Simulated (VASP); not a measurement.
SnO, 4 atoms in the cell. The cell holds a slab with vacuum, 4 atoms: a = 3.836 Å, b = 3.836 Å, c = 30.632 Å, α = 90.00°, β = 90.00°, γ = 90.00°.  This cell differs from its parent crystal: atoms taken out.

| Quantity | Value |
| --- | --- |
| Program | VASP 6.6.1 |
| Task | single point |
| Functional | PBE |
| Dispersion | D3(BJ) |
| Potentials or basis | VASP PAW PBE potentials, release 64 (Sn_d, O_h) |
| Cutoff | 910 eV |
| k mesh | 6 × 6 × 1 |
| Occupations | gaussian, width 0.02 eV |
| Spin | no spin polarisation |
| Dipole correction | yes |
| Further INCAR settings | ALGO = Normal; EDIFF = 1e-06; NBANDS = 28; NELMDL = -8 |

Potentials or basis: VASP PAW PBE potentials, release 64 (Sn_d, O_h).

Command:

```bash
$ cat potpaw_PBE.64/Sn_d/POTCAR potpaw_PBE.64/O_h/POTCAR > POTCAR
$ mpirun -np 1 vasp_std > vasp.out
```

Hardware: 1 thread of Intel(R) Xeon(R) Platinum 8259CL CPU @ 2.50GHz (Skylake/Cascade Lake), on a shared host.

Task: Estimate the wall time of this run.

Result: Wall time 10 min on 1 thread of Intel(R) Xeon(R) Platinum 8259CL CPU @ 2.50GHz (Skylake/Cascade Lake), with other jobs on the host, peak memory 1.1 GiB. Counts: scf iterations 25, k points 10.
